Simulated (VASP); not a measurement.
# Ag7Br8 (a cell with a defect) in VASP: notebook

Ag7Br8 (a cell with a defect) is run at these levels: PBE+D3(BJ); tasks: single point.

Everything below comes from runs of VASP 6.6.1. Logs are shortened: lines on timing, memory, paths and dates and some standing lists are left out, and cuts for length are marked.

### Step 1. The cell of the first run

The cell holds a defect, 15 atoms: a = 8.156 Å, b = 8.156 Å, c = 8.156 Å, α = 60.00°, β = 60.00°, γ = 60.00°.

### Step 2. Single point, PBE+D3(BJ)

File INCAR:

```
ALGO = Normal
EDIFF = 1E-7
ENCUT = 520
GGA = PE
ISIF = 2
ISMEAR = -1
IVDW = 12
LASPH = True
LCHARG = True
LELF = True
LREAL = Auto
LVHAR = True
LWAVE = False
NBANDS = 80
NELECT = 134.0
NELM = 60
PREC = Accurate
SIGMA = 0.05
```

File KPOINTS:

```
k-points
0
Gamma
  2 2 2
```

File POSCAR:

```
Ag7Br8
1.0
    0.0000000000      5.7674030000      5.7674030000
    5.7674030000      0.0000000000      5.7674030000
    5.7674030000      5.7674030000      0.0000000000
Ag Br
7 8
Direct
    0.2945606541      0.3173091945      0.1483770078
    0.3157053530      0.2628045933      0.7912920252
    0.1839476104      0.8363903129      0.1902069268
    0.2175589256      0.6906488068      0.7508665512
    0.7052480987      0.2076064392      0.7910752899
    0.6140025242      0.7641567617      0.4442033962
    0.8866729098      0.7824665625      0.5948951374
   -0.0577209534     -0.1173145001      0.0488608131
    0.1120434969      0.0130908140      0.5040570253
   -0.0341054717      0.4216629218     -0.0110274937
    0.0063373411      0.4657815658      0.5091112932
    0.5404252139     -0.0764728943      0.0457831714
    0.5002598223      0.0960397600      0.5356310284
    0.5087038308      0.5364979697     -0.0563511861
    0.4676801673      0.5103163417      0.4767310347
```

Potentials or basis: VASP PAW PBE potentials, release 64 (Ag, Br).

Run with:

```
cat potpaw_PBE.64/Ag/POTCAR potpaw_PBE.64/Br/POTCAR > POTCAR
mpirun -np 1 vasp_std > vasp.out
```

OUTCAR:

```text
EDIFF = 1E-7
   ENCUT = 520
   GGA = PE
   ISIF = 2
   ISMEAR = -1
   IVDW = 12
   LASPH = True
   LREAL = Auto
   NELECT = 134.0
   NELM = 60
   PREC = Accurate
 IVDW          = 12

 ion  position               nearest neighbor table
   1  0.295  0.317  0.148-  14 2.50   9 2.99   2 3.07  11 3.07  12 3.10  10 3.11   5 3.22   4 3.23

   2  0.316  0.263  0.791-  13 2.47  10 2.49  15 2.52  12 2.88   5 2.98   4 3.04   1 3.07   3 3.57

   3  0.184  0.836  0.190-   8 2.54  12 2.85   7 2.93  14 3.19   2 3.57
   4  0.218  0.691  0.751-   9 2.43  15 2.66   8 2.87  14 2.91  10 3.01   2 3.04   6 3.07   7 3.15
                             1 3.23
   5  0.705  0.208  0.791-  12 2.65  14 2.89   8 2.92   2 2.98   9 3.11   1 3.22
   6  0.614  0.764  0.444-  15 2.72  13 2.75  11 3.01   8 3.06   4 3.07  12 3.09   7 3.12
   7  0.887  0.782  0.595-  11 2.59   9 2.86   3 2.93  13 2.99   6 3.12   4 3.15  10 3.18
   8  0.942  0.883  0.049-   3 2.54   4 2.87   5 2.92   6 3.06
   9  0.112  0.013  0.504-   4 2.43   7 2.86   1 2.99   5 3.11
  10  0.966  0.422  0.989-   2 2.49   4 3.01   1 3.11   7 3.18
  11  0.006  0.466  0.509-   7 2.59   6 3.01   1 3.07
  12  0.540  0.924  0.046-   5 2.65   3 2.85   2 2.88   6 3.09   1 3.10
  13  0.500  0.096  0.536-   2 2.47   6 2.75   7 2.99
  14  0.509  0.536  0.944-   1 2.50   5 2.89   4 2.91   3 3.19
  15  0.468  0.510  0.477-   2 2.52   4 2.66   6 2.72

  LATTYP: Found a face centered cubic cell.
 ALAT       =    11.5348060000

  Lattice vectors:

 A1 = (   0.0000000000,   5.7674030000,   5.7674030000)
 A2 = (   5.7674030000,   0.0000000000,   5.7674030000)
 A3 = (   5.7674030000,   5.7674030000,   0.0000000000)

Analysis of symmetry for initial positions (statically):
=====================================================================
 Subroutine PRICEL returns:
 Original cell was already a primitive cell.

 Routine SETGRP: Setting up the symmetry group for a
 face centered cubic supercell.

 Subroutine GETGRP returns: Found  1 space group operations
 (whereof  1 operations were pure point group operations)
 out of a pool of 48 trial point group operations.

The static configuration has the point symmetry C_1 .

Analysis of symmetry for dynamics (positions and initial velocities):
=====================================================================
 Subroutine PRICEL returns:
 Original cell was already a primitive cell.

 Routine SETGRP: Setting up the symmetry group for a
 face centered cubic supercell.

 Subroutine GETGRP returns: Found  1 space group operations
 (whereof  1 operations were pure point group operations)
 out of a pool of 48 trial point group operations.

The dynamic configuration has the point symmetry C_1 .

 Subroutine INISYM returns: Found  1 space group operations
 (whereof  1 operations are pure point group operations),
 and found     1 'primitive' translations

----------------------------------------------------------------------------------------

                                     Primitive cell

  volume of cell :     383.6815

  direct lattice vectors                    reciprocal lattice vectors
     0.000000000  5.767403000  5.767403000    -0.086694133  0.086694133  0.086694133
     5.767403000  0.000000000  5.767403000     0.086694133 -0.086694133  0.086694133
     5.767403000  5.767403000  0.000000000     0.086694133  0.086694133 -0.086694133

  length of vectors
     8.156339542  8.156339542  8.156339542     0.150158642  0.150158642  0.150158642

  position of ions in fractional coordinates (direct lattice)
     0.294560654  0.317309194  0.148377008
     0.315705353  0.262804593  0.791292025
     0.183947610  0.836390313  0.190206927
     0.217558926  0.690648807  0.750866551
     0.705248099  0.207606439  0.791075290
     0.614002524  0.764156762  0.444203396
     0.886672910  0.782466562  0.594895137
     0.942279047  0.882685500  0.048860813
     0.112043497  0.013090814  0.504057025
     0.965894528  0.421662922  0.988972506
     0.006337341  0.465781566  0.509111293
     0.540425214  0.923527106  0.045783171
     0.500259822  0.096039760  0.535631028
[... 28 lines left out ...]

 Generating k-lattice:

  Cartesian coordinates                     Fractional coordinates (reciprocal lattice)
    -0.043347066  0.043347066  0.043347066     0.500000000  0.000000000  0.000000000
     0.043347066 -0.043347066  0.043347066     0.000000000  0.500000000  0.000000000
     0.043347066  0.043347066 -0.043347066     0.000000000  0.000000000  0.500000000

  Length of vectors
     0.075079321  0.075079321  0.075079321

  Shift w.r.t. Gamma in fractional coordinates (k-lattice)
     0.000000000  0.000000000  0.000000000

 Subroutine IBZKPT returns following result:
 ===========================================

 Found      8 irreducible k-points:

 Following reciprocal coordinates:
            Coordinates               Weight
  0.000000  0.000000  0.000000      1.000000
  0.500000  0.000000  0.000000      1.000000
  0.000000  0.500000  0.000000      1.000000
  0.000000  0.000000  0.500000      1.000000
  0.500000  0.500000  0.500000      1.000000
  0.500000  0.500000  0.000000      1.000000
  0.000000  0.500000  0.500000      1.000000
  0.500000  0.000000  0.500000      1.000000
   k-points           NKPTS =      8   k-points in BZ     NKDIM =      8   number of bands    NBANDS=     80
   number of dos      NEDOS =    301   number of ions     NIONS =     15
   total plane-waves  NPLWV = 262144
   dimension x,y,z NGX =    64 NGY =   64 NGZ =   64
   dimension x,y,z NGXF=   128 NGYF=  128 NGZF=  128
   ions per type =               7   8
   NGX,Y,Z   is equivalent  to a cutoff of  13.04, 13.04, 13.04 a.u.
   NGXF,Y,Z  is equivalent  to a cutoff of  26.09, 26.09, 26.09 a.u.
 SYSTEM =  unknown system
   PREC   = accura    normal or accurate (medium, high low for compatibility)
   ISTART =      0    job   : 0-new  1-cont  2-samecut
   ICHARG =      2    charge: 1-file 2-atom 10-const
   ISPIN  =      1    spin polarized calculation?
   LNONCOLLINEAR =      F non collinear calculations
   LSORBIT =      F    spin-orbit coupling
   LASPH  =      T    aspherical Exc in radial PAW
   ENCUT  =  520.0 eV  38.22 Ry    6.18 a.u.  15.17 15.17 15.17*2*pi/ulx,y,z
   NELM   =     60;   NELMIN=  2; NELMDL= -5     # of ELM steps
   EDIFF  = 0.1E-06   stopping-criterion for ELM
   LREAL  =      T    real-space projection
   EDIFFG = 0.1E-05   stopping-criterion for IOM
   NSW    =      0    number of steps for IOM
   IBRION =     -1    ionic relax: 0-MD 1-quasi-New 2-CG
   NFREE  =      0    steps in history (QN), initial steepest desc. (CG)
   ISIF   =      2    stress and relaxation
   ISYM   =      2    0-nonsym 1-usesym 2-fastsym
   POTIM  = 0.5000    time-step for ionic-motion
   TEBEG  =    0.0;   TEEND  =   0.0 temperature during run
   PSTRESS=    0.0 pullay stress
   NELECT =     134.0000    total number of electrons
   NUPDOWN=      -1.0000    fix difference up-down
   EMIN   =  10.00;   EMAX   =-10.00  energy-range for DOS
   EFERMI =   0.00;   METHOD = LEGACY
   ISMEAR =    -1;   SIGMA  =   0.05  broadening in eV -4-tet -1-fermi 0-gaus
   EFERMI_NEDOS =   21; number of points for ismear=-14 and -15
   IALGO  =     38    algorithm
   IMIX   =      4    mixing-type and parameters
     AMIX     =   0.40;   BMIX     =  1.00
     AMIX_MAG =   1.60;   BMIX_MAG =  1.00
  volume/ion in A,a.u.               =      25.58       172.61
  Fermi-wavevector in a.u.,A,eV,Ry     =   1.152885  2.178637 18.084112  1.329145
  Thomas-Fermi vector in A             =   2.289533
   LORBIT       =      0    0 simple, 1 ext, 2 COOP (PROOUT), +10 PAW based schemes
   GGA     = PE    functional components
   LHFCALC =     F    Hartree Fock is set to
   AEXX    =    0.0000 exact exchange contribution
   IVDW    =    12    specifies the selected vdW correction
   LEPSILON=     F    determine dielectric tensor
   LRPA    =     F    only Hartree local field effects (RPA)
 non-spin polarized calculation
  energy-cutoff  :      520.00
  volume of cell :      383.68
 maximum number of plane-waves:     10369
 NGX is ok and might be reduce to    64
   NGX = 31   NGY = 31   NGZ = 31

 number of electron     134.0000003 magnetization

 Free energy of the ion-electron system (eV)
  ---------------------------------------------------
  ext. energy  EPLUGINS =         0.00000000
  ---------------------------------------------------
  free energy    TOTEN  =       -31.68054962 eV

  energy without entropy =      -31.68014865  energy(sigma->0) =      -31.68034914

 E-fermi :   3.2136     XC(G=0):  -9.4168

 val. band max:        2.8796982150   @ k =   0.5000   0.5000   0.0000
 cond. band min:       3.5229682581   @ k =   0.0000   0.0000   0.0000
 fundamental gap:      0.6432700432
 Fermi energy:         3.2135517141

 k-point     1 :       0.0000    0.0000    0.0000
  band No.  band energies     occupation
      1     -12.2440      2.00000
      2     -11.9143      2.00000
      3     -11.8053      2.00000
      4     -11.7047      2.00000
      5     -11.4230      2.00000
      6     -11.3574      2.00000
[... 645 lines left out ...]
     78       8.5837      0.00000
     79       8.9595      0.00000
 [bands above 79 left out]

------------------------ aborting loop because EDIFF is reached ----------------------------------------

 Edisp (eV)   -4.93887

 E8    (eV) :    -2.0604

  FORCE on cell =-STRESS in cart. coord.  units (eV):
  Direction    XX          YY          ZZ          XY          YZ          ZX
  --------------------------------------------------------------------------------------
  -------------------------------------------------------------------------------------
  Total      13.84306    11.54702    14.19102    -0.58735    -2.52949     1.00008
  in kB      57.80586    48.21807    59.25884    -2.45266   -10.56263     4.17613
  external pressure =       55.09 kB  Pullay stress =        0.00 kB

 VOLUME and BASIS-vectors are now :
 -----------------------------------------------------------------------------
  energy-cutoff  :      520.00
  volume of cell :      383.68
      direct lattice vectors                 reciprocal lattice vectors
     0.000000000  5.767403000  5.767403000    -0.086694133  0.086694133  0.086694133
     5.767403000  0.000000000  5.767403000     0.086694133 -0.086694133  0.086694133
     5.767403000  5.767403000  0.000000000     0.086694133  0.086694133 -0.086694133

 POSITION                                       TOTAL-FORCE (eV/Angst)
 -----------------------------------------------------------------------------------
      2.68580      2.55460      3.52890         0.108703     -0.108250     -0.855580
      6.07940      6.38450      3.33650         0.739064      0.810639     -0.955841
      5.92080      2.15790      5.88470         0.033727      0.380779      0.452526
      8.31380      5.58530      5.23800         0.303685      1.387723     -0.876207
      5.75980      8.62990      5.26480         0.015896      0.033062      0.574158
      6.96910      6.10310      7.94840         0.035618      0.112095      0.196940
      7.94380      8.54480      9.62660         0.358960     -0.148162      0.090461
      5.37260      5.71630     10.52531         0.248858      0.296814      0.392740
      2.98260      3.55330      0.72170         0.238008     -1.987715      0.327779
      8.13570     11.27451      8.00260         0.782188      0.173411     -0.237993
      5.62260      2.97280      2.72290        -0.104711     -0.359701     -0.152287
      5.59040      3.38090      8.44320         0.079438     -0.567113     -0.734888
      3.64310      5.97440      3.43910        -2.435480      0.293342     -0.500239
      8.53660      8.37630      6.02810        -0.054172     -0.043905      0.384839
      5.69270      5.44680      5.64050        -0.349781     -0.273019      1.893593
 -----------------------------------------------------------------------------------
    total drift:                               -0.006272     -0.014405      0.009436

  FREE ENERGIE OF THE ION-ELECTRON SYSTEM (eV)
  ---------------------------------------------------
  free  energy   TOTEN  =       -36.6194215329 eV

  energy  without entropy=      -36.6190205590  energy(sigma->0) =      -36.61922105
```

Wall time 6.5 min (1 thread of Intel Xeon 6975P-C (Granite Rapids), shared host); peak memory 0.6 GiB.

What came out:

```yaml
Free_energy: -36.6194 eV
Largest_force: 2.504 eV/Å
Dispersion_energy_per_atom: -0.329 eV
```

Forces in eV/Å, atoms in the order of the input:
```
Ag   0.109 -0.108 -0.856
Ag   0.739  0.811 -0.956
Ag   0.034  0.381  0.453
Ag   0.304  1.388 -0.876
Ag   0.016  0.033  0.574
Ag   0.036  0.112  0.197
Ag   0.359 -0.148  0.090
Br   0.249  0.297  0.393
Br   0.238 -1.988  0.328
Br   0.782  0.173 -0.238
Br  -0.105 -0.360 -0.152
Br   0.079 -0.567 -0.735
Br  -2.435  0.293 -0.500
Br  -0.054 -0.044  0.385
Br  -0.350 -0.273  1.894
```

Caveat: the k points lie up to 0.47 Å⁻¹ apart; the cell carries a net charge on a neutralising background, which shifts energy and pressure; the cell is charged against a uniform background, so pressure and absolute levels hang on convention.

### Step 3. Single point, PBE+D3(BJ)

File INCAR:

```
PREC = Accurate
ENCUT = 520
EDIFF = 1E-6
ISMEAR = -1
SIGMA = 0.05
LREAL = Auto
LASPH = T
NELM = 80
ALGO = Normal
ISIF = 2
LWAVE = F
LCHARG = F
GGA = PE
IVDW = 12
NBANDS = 80
NELECT = 134.0
```

File KPOINTS:

```
Automatic mesh
0
Gamma
  2 2 2
```

File POSCAR:

```
Ag7Br8
1.0
    0.0000000000      5.7674030000      5.7674030000
    5.7674030000      0.0000000000      5.7674030000
    5.7674030000      5.7674030000      0.0000000000
Ag Br
7 8
Direct
    0.2518377856      0.2884573871      0.1915680246
    0.2310745408      0.4073237122      0.7748201400
    0.3769200800      0.7572645782      0.1538213993
    0.1089051693      0.7821544636      0.8082320587
    0.7281266802      0.2766756545      0.7722713325
    0.8289866340      0.7013035156      0.2881019412
    0.7016069451      0.7570391734      0.7134493636
    0.0057564904     -0.0583278124      0.0532995527
   -0.0006068589     -0.1212157361      0.5020977379
   -0.0639369227      0.4305490704      0.0976089238
    0.0348076942      0.4109561964      0.5378937452
    0.5797410030     -0.0363768580     -0.0014564614
    0.4482433428      0.0440752970      0.5015082178
    0.4572508632      0.5708028379     -0.0928234077
    0.5691643188      0.4622357758      0.4663277388
```

Potentials or basis: VASP PAW PBE potentials, release 64 (Ag, Br).

Run with:

```
cat potpaw_PBE.64/Ag/POTCAR potpaw_PBE.64/Br/POTCAR > POTCAR
mpirun -np 1 vasp_std > vasp.out
```

Run time: 5.8 min. Hardware: 1 thread of Intel Xeon 6975P-C (Granite Rapids), shared host; peak memory 0.6 GiB.

It converged, with:

```yaml
Free_energy: -36.7290 eV
Largest_force: 1.901 eV/Å
Dispersion_energy_per_atom: -0.330 eV
```

Forces in eV/Å, atoms in the order of the input:
```
Ag  -0.149  0.826 -0.056
Ag  -0.605 -0.119  0.321
Ag   0.158 -0.151 -1.685
Ag  -0.637 -0.804  0.268
Ag  -0.612  0.425 -0.203
Ag   0.477 -0.044 -1.243
Ag   0.014 -0.114  0.449
Br   0.908 -0.163  1.662
Br   0.196  0.709  0.947
Br  -0.918 -0.337  0.016
Br   0.251  0.104 -0.112
Br   0.537 -0.091  1.446
Br  -0.603 -0.177  0.031
Br   0.321  0.403 -0.978
Br   0.662 -0.467 -0.861
```

Levels at points of the mesh, in eV from the Fermi level:
| k point | band 65 | band 66 | band 67 | band 68 | band 69 | band 70 |
| --- | --- | --- | --- | --- | --- | --- |
| (0.00, 0.00, 0.00) | -0.90 | -0.87 | -0.67 | 0.37 | 1.83 | 2.21 |
| (0.50, 0.00, 0.00) | -0.93 | -0.83 | -0.55 | 1.99 | 2.29 | 2.55 |
| (0.00, 0.50, 0.00) | -1.14 | -0.94 | -0.63 | 1.64 | 2.09 | 2.80 |
| (0.00, 0.00, 0.50) | -0.98 | -0.94 | -0.66 | 2.04 | 2.50 | 2.71 |
| (0.50, 0.50, 0.50) | -0.93 | -0.91 | -0.66 | 1.73 | 2.21 | 2.34 |
| (0.50, 0.50, 0.00) | -1.09 | -0.87 | -0.67 | 2.55 | 2.74 | 2.93 |
| (0.00, 0.50, 0.50) | -1.01 | -0.83 | -0.37 | 2.18 | 2.33 | 2.91 |
| (0.50, 0.00, 0.50) | -1.05 | -0.98 | -0.53 | 1.90 | 2.51 | 3.14 |

Caveat: the k points lie up to 0.47 Å⁻¹ apart; the cell carries a net charge on a neutralising background, which shifts energy and pressure; the cell is charged against a uniform background, so pressure and absolute levels hang on convention.

(Part 1 of 2 ends here.)
